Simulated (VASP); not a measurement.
# Ge (P6/mmm) in VASP: notebook

Runs on Ge. Level: PBEsol. Tasks: single point.

All numbers are computed with VASP 6.6.1; they aren't measurements. Logs are shortened: lines on timing, memory, paths and dates and some standing lists are left out, and cuts for length are marked.

### Step 1. The cell of the first run

It takes space group P6/mmm (No. 191, hexagonal). Conventional cell: a = 2.243 Å, b = 2.243 Å, c = 2.096 Å, α = 90.00°, β = 90.00°, γ = 120.00°. Within 2.8 Å of Ge (site symmetry 6/mmm) lie 8 Ge at 2.10 to 2.24 Å.

### Step 2. Single point, PBEsol

File INCAR:

```
SYSTEM = Ge
ALGO = Normal ; EDIFF = 1E-7
ENCUT = 520 ; GGA = PS
ISIF = 2 ; ISMEAR = -1
LASPH = .TRUE. ; LCHARG = .FALSE.
LREAL = .FALSE. ; LWAVE = .FALSE.
NBANDS = 13 ; NELM = 100
PREC = Accurate ; SIGMA = 0.05
```

File KPOINTS:

```
k-points
0
G
  19 19 18
  0 0 0
```

File POSCAR:

```
Ge
1.0
    2.2426311134      0.0000000000      0.0000000000
   -1.1213155567      1.9421755155      0.0000000000
    0.0000000000      0.0000000000      2.0964254579
Ge
1
Direct
    0.0000000000      0.0000000000      0.0000000000
```

Potentials or basis: VASP PAW PBE potentials, release 64 (Ge_d).

Run with:

```
cat potpaw_PBE.64/Ge_d/POTCAR > POTCAR
mpirun -np 1 vasp_std > vasp.out
```

OUTCAR:

```text
SYSTEM = Ge
   EDIFF = 1E-7
   ENCUT = 520
   GGA = PS
   ISIF = 2
   ISMEAR = -1
   LASPH = .TRUE.
   LREAL = .FALSE.
   NELM = 100
   PREC = Accurate

 ion  position               nearest neighbor table
   1  0.000  0.000  0.000-

  LATTYP: Found a hexagonal cell.
 ALAT       =     2.2426311134
 C/A-ratio  =     0.9348061950

  Lattice vectors:

 A1 = (   2.2426311134,   0.0000000000,   0.0000000000)
 A2 = (  -1.1213155567,   1.9421755155,   0.0000000000)
 A3 = (   0.0000000000,   0.0000000000,   2.0964254579)

Analysis of symmetry for initial positions (statically):
=====================================================================
 Subroutine PRICEL returns:
 Original cell was already a primitive cell.

 Routine SETGRP: Setting up the symmetry group for a
 hexagonal supercell.

 Subroutine GETGRP returns: Found 24 space group operations
 (whereof 24 operations were pure point group operations)
 out of a pool of 24 trial point group operations.

The static configuration has the point symmetry D_6h.

Analysis of symmetry for dynamics (positions and initial velocities):
=====================================================================
 Subroutine PRICEL returns:
 Original cell was already a primitive cell.

 Routine SETGRP: Setting up the symmetry group for a
 hexagonal supercell.

 Subroutine GETGRP returns: Found 24 space group operations
 (whereof 24 operations were pure point group operations)
 out of a pool of 24 trial point group operations.

The dynamic configuration has the point symmetry D_6h.

 Subroutine INISYM returns: Found 24 space group operations
 (whereof 24 operations are pure point group operations),
 and found     1 'primitive' translations

----------------------------------------------------------------------------------------

                                     Primitive cell

  volume of cell :       9.1312

  direct lattice vectors                    reciprocal lattice vectors
     2.242631113  0.000000000  0.000000000     0.445904810  0.257443262  0.000000000
    -1.121315557  1.942175516  0.000000000     0.000000000  0.514886524  0.000000000
     0.000000000  0.000000000  2.096425458     0.000000000  0.000000000  0.477002412

  length of vectors
     2.242631113  2.242631113  2.096425458     0.514886524  0.514886524  0.477002412

  position of ions in fractional coordinates (direct lattice)
     0.000000000  0.000000000  0.000000000

  ion indices of the primitive-cell ions
   primitive index   ion index
                 1           1

----------------------------------------------------------------------------------------

 KPOINTS: k-points

Automatic generation of k-mesh.
 Grid dimensions read from file:
 generate k-points for:   19   19   18

 Generating k-lattice:

  Cartesian coordinates                     Fractional coordinates (reciprocal lattice)
     0.023468674  0.013549645  0.000000000     0.052631579  0.000000000  0.000000000
     0.000000000  0.027099291  0.000000000     0.000000000  0.052631579  0.000000000
     0.000000000  0.000000000  0.026500134     0.000000000  0.000000000  0.055555556

  Length of vectors
     0.027099291  0.027099291  0.026500134

  Shift w.r.t. Gamma in fractional coordinates (k-lattice)
     0.000000000  0.000000000  0.000000000

 Subroutine IBZKPT returns following result:
 ===========================================

 Found    400 irreducible k-points:

 Following reciprocal coordinates:
            Coordinates               Weight
  0.000000  0.000000  0.000000      1.000000
  0.052632 -0.000000  0.000000      6.000000
  0.105263 -0.000000  0.000000      6.000000
  0.157895 -0.000000  0.000000      6.000000
  0.210526 -0.000000  0.000000      6.000000
  0.263158 -0.000000  0.000000      6.000000
[... 16 lines left out ...]
  0.263158  0.105263  0.000000     12.000000
  0.315789  0.105263  0.000000     12.000000
 [... further k-points ...]
   k-points           NKPTS =    400   k-points in BZ     NKDIM =    400   number of bands    NBANDS=     13
   number of dos      NEDOS =    301   number of ions     NIONS =      1
   total plane-waves  NPLWV =   5184
   dimension x,y,z NGX =    18 NGY =   18 NGZ =   16
   dimension x,y,z NGXF=    36 NGYF=   36 NGZF=   32
   ions per type =               1
   NGX,Y,Z   is equivalent  to a cutoff of  13.34, 13.34, 12.69 a.u.
   NGXF,Y,Z  is equivalent  to a cutoff of  26.69, 26.69, 25.38 a.u.
 SYSTEM =  Ge
   PREC   = accura    normal or accurate (medium, high low for compatibility)
   ISTART =      0    job   : 0-new  1-cont  2-samecut
   ICHARG =      2    charge: 1-file 2-atom 10-const
   ISPIN  =      1    spin polarized calculation?
   LNONCOLLINEAR =      F non collinear calculations
   LSORBIT =      F    spin-orbit coupling
   LASPH  =      T    aspherical Exc in radial PAW
   ENCUT  =  520.0 eV  38.22 Ry    6.18 a.u.   4.17  4.17  3.90*2*pi/ulx,y,z
   NELM   =    100;   NELMIN=  2; NELMDL= -5     # of ELM steps
   EDIFF  = 0.1E-06   stopping-criterion for ELM
   LREAL  =      F    real-space projection
   EDIFFG = 0.1E-05   stopping-criterion for IOM
   NSW    =      0    number of steps for IOM
   IBRION =     -1    ionic relax: 0-MD 1-quasi-New 2-CG
   NFREE  =      0    steps in history (QN), initial steepest desc. (CG)
   ISIF   =      2    stress and relaxation
   ISYM   =      2    0-nonsym 1-usesym 2-fastsym
   POTIM  = 0.5000    time-step for ionic-motion
   TEBEG  =    0.0;   TEEND  =   0.0 temperature during run
   PSTRESS=    0.0 pullay stress
   NELECT =      14.0000    total number of electrons
   NUPDOWN=      -1.0000    fix difference up-down
   EMIN   =  10.00;   EMAX   =-10.00  energy-range for DOS
   EFERMI =   0.00;   METHOD = LEGACY
   ISMEAR =    -1;   SIGMA  =   0.05  broadening in eV -4-tet -1-fermi 0-gaus
   EFERMI_NEDOS =   21; number of points for ismear=-14 and -15
   IALGO  =     38    algorithm
   IMIX   =      4    mixing-type and parameters
     AMIX     =   0.40;   BMIX     =  1.00
     AMIX_MAG =   1.60;   BMIX_MAG =  1.00
  volume/ion in A,a.u.               =       9.13        61.62
  Fermi-wavevector in a.u.,A,eV,Ry     =   1.887740  3.567312 48.485227  3.563564
  Thomas-Fermi vector in A             =   2.929713
   LORBIT       =      0    0 simple, 1 ext, 2 COOP (PROOUT), +10 PAW based schemes
   GGA     = PS    functional components
   LHFCALC =     F    Hartree Fock is set to
   AEXX    =    0.0000 exact exchange contribution
   IVDW    =     0    specifies the selected vdW correction
   LEPSILON=     F    determine dielectric tensor
   LRPA    =     F    only Hartree local field effects (RPA)
 non-spin polarized calculation
  energy-cutoff  :      520.00
  volume of cell :        9.13
 maximum number of plane-waves:       258
 NGX is ok and might be reduce to    18
   NGX =  9   NGY =  9   NGZ =  7

 number of electron      14.0000008 magnetization

 Free energy of the ion-electron system (eV)
  ---------------------------------------------------
  ext. energy  EPLUGINS =         0.00000000
  ---------------------------------------------------
  free energy    TOTEN  =        -0.66237533 eV

  energy without entropy =       -0.66010155  energy(sigma->0) =       -0.66123844

 E-fermi :  18.1638     XC(G=0): -15.6261

 val. band max:       18.1376395960   @ k =   0.2105   0.1579   0.1111
 cond. band min:      18.1673403729   @ k =   0.4737   0.0526   0.4444
 fundamental gap:      0.0297007770
 Fermi energy:        18.1637759825

 k-point     1 :       0.0000    0.0000    0.0000
  band No.  band energies     occupation
      1      -9.4020      2.00000
      2      -8.5992      2.00000
      3      -8.5992      2.00000
      4      -7.7296      2.00000
      5      -7.7296      2.00000
      6      -4.1750      2.00000
      7      28.9443      0.00000
      8      32.4713      0.00000
      9      33.9096      0.00000
     10      33.9096      0.00000
     11      35.4904      0.00000
     12      37.8493      0.00000
     13      37.8493      0.00000

 k-point     2 :       0.0526   -0.0000    0.0000
  band No.  band energies     occupation
      1      -9.3898      2.00000
      2      -8.6089      2.00000
      3      -8.5766      2.00000
      4      -7.7408      2.00000
      5      -7.7320      2.00000
      6      -4.0606      2.00000
      7      29.0784      0.00000
      8      31.3991      0.00000
      9      33.0177      0.00000
     10      33.1588      0.00000
     11      34.8527      0.00000
     12      38.9127      0.00000
     13      40.0946      0.00000

 k-point     3 :       0.1053   -0.0000    0.0000
  band No.  band energies     occupation
      1      -9.3561      2.00000
      2      -8.6378      2.00000
      3      -8.5112      2.00000
      4      -7.7732      2.00000
      5      -7.7390      2.00000
      6      -3.7147      2.00000
      7      28.3801      0.00000
      8      29.4789      0.00000
      9      31.4245      0.00000
     10      32.3950      0.00000
     11      35.0001      0.00000
     12      41.0182      0.00000
     13      43.0058      0.00000

 k-point     4 :       0.1579   -0.0000    0.0000
  band No.  band energies     occupation
      1      -9.3090      2.00000
      2      -8.6830      2.00000
      3      -8.4092      2.00000
      4      -7.8230      2.00000
      5      -7.7498      2.00000
      6      -3.1310      2.00000
      7      25.0405      0.00000
      8      29.8251      0.00000
      9      30.1395      0.00000
     10      31.7324      0.00000
     11      35.3474      0.00000
     12      43.4654      0.00000
     13      45.5468      0.00000

 k-point     5 :       0.2105   -0.0000    0.0000
  band No.  band energies     occupation
      1      -9.2597      2.00000
      2      -8.7373      2.00000
      3      -8.2804      2.00000
      4      -7.8843      2.00000
      5      -7.7633      2.00000
      6      -2.3038      2.00000
      7      21.7601      0.00000
      8      28.3680      0.00000
      9      31.0504      0.00000
     10      31.1086      0.00000
     11      35.8057      0.00000
     12      46.0886      0.00000
     13      47.9631      0.00000

 k-point     6 :       0.2632   -0.0000    0.0000
  band No.  band energies     occupation
      1      -9.2223      2.00000
      2      -8.7875      2.00000
      3      -8.1379      2.00000
      4      -7.9503      2.00000
      5      -7.7779      2.00000
      6      -1.2321      2.00000
      7      18.6134      0.00025
      8      27.1031      0.00000
      9      30.5575      0.00000
     10      32.1978      0.00000
     11      36.3748      0.00000
     12      48.7863      0.00000
     13      50.3284      0.00000

 k-point     7 :       0.3158   -0.0000    0.0000
  band No.  band energies     occupation
      1      -9.2091      2.00000
      2      -8.8186      2.00000
      3      -8.0138      2.00000
      4      -7.9970      2.00000
      5      -7.7921      2.00000
      6       0.0808      2.00000
      7      15.6293      2.00000
      8      26.0586      0.00000
      9      30.1026      0.00000
     10      33.5630      0.00000
     11      37.0499      0.00000
     12      49.2940      0.00000
     13      50.6159      0.00000
[... 193 lines left out ...]
 k-point    20 :       0.1053    0.1053    0.0000
  band No.  band energies     occupation
      1      -9.2805      2.00000
      2      -8.6946      2.00000
      3      -8.3718      2.00000
      4      -7.8470      2.00000
      5      -7.7593      2.00000
      6      -2.7757      2.00000
      7      25.1281      0.00000
      8      25.5256      0.00000
      9      30.5325      0.00000
     10      34.1927      0.00000
     11      36.2270      0.00000
     12      41.2250      0.00000
     13      49.3131      0.00000

 k-point    21 :       0.1579    0.1053    0.0000
  band No.  band energies     occupation
      1      -9.2289      2.00000
      2      -8.7349      2.00000
      3      -8.2711      2.00000
      4      -7.9010      2.00000
      5      -7.7759      2.00000
      6      -1.9423      2.00000
      7      22.0444      0.00000
      8      24.0474      0.00000
      9      31.4381      0.00000
     10      34.4592      0.00000
     11      36.7924      0.00000
     12      42.3812      0.00000
     13      52.5588      0.00000

 k-point    22 :       0.2105    0.1053    0.0000
  band No.  band energies     occupation
      1      -9.1832      2.00000
      2      -8.7748      2.00000
      3      -8.1594      2.00000
      4      -7.9587      2.00000
      5      -7.7942      2.00000
      6      -0.8648      2.00000
      7      18.9181      0.00000
      8      22.9267      0.00000
      9      32.5805      0.00000
     10      34.4503      0.00000
     11      37.1192      0.00000
     12      44.4406      0.00000
     13      52.2697      0.00000

 k-point    23 :       0.2632    0.1053    0.0000
  band No.  band energies     occupation
      1      -9.1566      2.00000
      2      -8.8016      2.00000
      3      -8.0472      2.00000
      4      -8.0143      2.00000
      5      -7.8121      2.00000
      6       0.4524      2.00000
      7      15.9455      2.00000
      8      22.0125      0.00000
      9      33.9422      0.00000
     10      34.2472      0.00000
     11      37.5755      0.00000
     12      46.8620      0.00000
     13      49.5850      0.00000

 k-point    24 :       0.3158    0.1053    0.0000
  band No.  band energies     occupation
      1      -9.1546      2.00000
      2      -8.8079      2.00000
      3      -8.0617      2.00000
      4      -7.9471      2.00000
      5      -7.8276      2.00000
      6       2.0006      2.00000
      7      13.1506      2.00000
      8      21.3131      0.00000
      9      33.9841      0.00000
     10      35.4954      0.00000
     11      38.2046      0.00000
     12      46.9958      0.00000
     13      48.5176      0.00000

 [... further k-points ...]
[... 5 lines left out ...]
  --------------------------------------------------------------------------------------
  -------------------------------------------------------------------------------------
  Total       15.4762024     15.4762024     15.4594736      0.0000000     -0.0000000      0.0000000
  in kB     2715.4964596   2715.4964595   2712.5611691      0.0000000     -0.0000000      0.0000000
  external PRESSURE =    2714.5180294 kB  Pullay stress =       0.0000000 kB

 VOLUME and BASIS-vectors are now :
 -----------------------------------------------------------------------------
  energy-cutoff  :      520.00
  volume of cell :        9.13
      direct lattice vectors                 reciprocal lattice vectors
     2.242631113  0.000000000  0.000000000     0.445904810  0.257443262  0.000000000
    -1.121315557  1.942175516  0.000000000     0.000000000  0.514886524  0.000000000
     0.000000000  0.000000000  2.096425458     0.000000000  0.000000000  0.477002412

 POSITION                                       TOTAL-FORCE (eV/Angst)
 -----------------------------------------------------------------------------------
      0.00000      0.00000      0.00000         0.000000      0.000000      0.000000
 -----------------------------------------------------------------------------------
    total drift:                               -0.000000      0.000000     -0.000000

  FREE ENERGIE OF THE ION-ELECTRON SYSTEM (eV)
  ---------------------------------------------------
  free  energy   TOTEN  =        -0.6623753349 eV

  energy  without entropy=       -0.6601015492  energy(sigma->0) =       -0.66123844
```

Run time: 18 s. Hardware: 1 thread of AMD EPYC 9R45 (Zen 5), shared host; peak memory 0.12 GiB.

Results:

```
Free energy            : -0.6624 eV
Pressure               : 271.5 GPa
Band gap on the k mesh : zero (band 7 reaches 29.35 eV, above the bottom of band 8 at 10.94 eV)
```

Stress tensor (GPa, compression positive):
```
271.55   0.00   0.00
  0.00 271.55   0.00
  0.00   0.00 271.26
```

Levels at points of the mesh, in eV from the Fermi level:
```
           k point  band 3  band 4  band 5  band 6  band 7  band 8  band 9  band 10  band 11  band 12
(0.00, 0.00, 0.00)  -26.76  -25.89  -25.89  -22.34   10.78   14.31   15.75    15.75    17.33    19.69
(0.00, 0.00, 0.50)  -26.60  -26.39  -26.39  -13.10  -13.03   22.73   23.63    24.80    24.80    26.31
```

Caveat: the PAW data sets were made with another functional, which shifts forces and pressure a little.

### Step 3. Single point, PBEsol

File INCAR:

```
PREC = Accurate
ENCUT = 520
EDIFF = 1E-6
ISMEAR = -1
SIGMA = 0.05
LREAL = False
LASPH = True
NELM = 60
ALGO = Normal
ISIF = 2
LWAVE = False
LCHARG = False
GGA = PS
NBANDS = 13
```

File KPOINTS:

```
regular mesh
0
Gamma
  19 19 18
```

File POSCAR:

```
Ge
1.0
    2.2426727796      0.0000000000      0.0000000000
   -1.1213363898      1.9422115995      0.0000000000
    0.0000000000      0.0000000000      2.0958494778
Ge
1
Direct
    0.0000000000      0.0000000000      0.0000000000
```

Potentials or basis: VASP PAW PBE potentials, release 64 (Ge_d).

Run with:

```
cat potpaw_PBE.64/Ge_d/POTCAR > POTCAR
mpirun -np 1 vasp_std > vasp.out
```

Run time: 18 s. Hardware: 1 thread of AMD EPYC 9R45 (Zen 5), shared host; peak memory 0.12 GiB.

Results (log left out):

- Free energy: -0.6587 eV
- Pressure: 271.7 GPa
- Band gap on the k mesh: zero (band 7 reaches 29.37 eV, above the bottom of band 8 at 10.94 eV)

Stress tensor (GPa, compression positive):
```
271.67   0.00   0.00
  0.00 271.67   0.00
  0.00   0.00 271.80
```

Levels at points of the mesh, in eV from the Fermi level:
```csv
k point,band 5,band 6,band 7,band 8,band 9,band 10
"(0.00, 0.00, 0.00)",-25.89,-22.34,10.80,14.32,15.74,15.74
"(0.00, 0.00, 0.50)",-26.39,-13.09,-13.04,22.73,23.62,24.80
```

Caveat: the PAW data sets were made with another functional, which shifts forces and pressure a little.

[end of part 1 of 2]
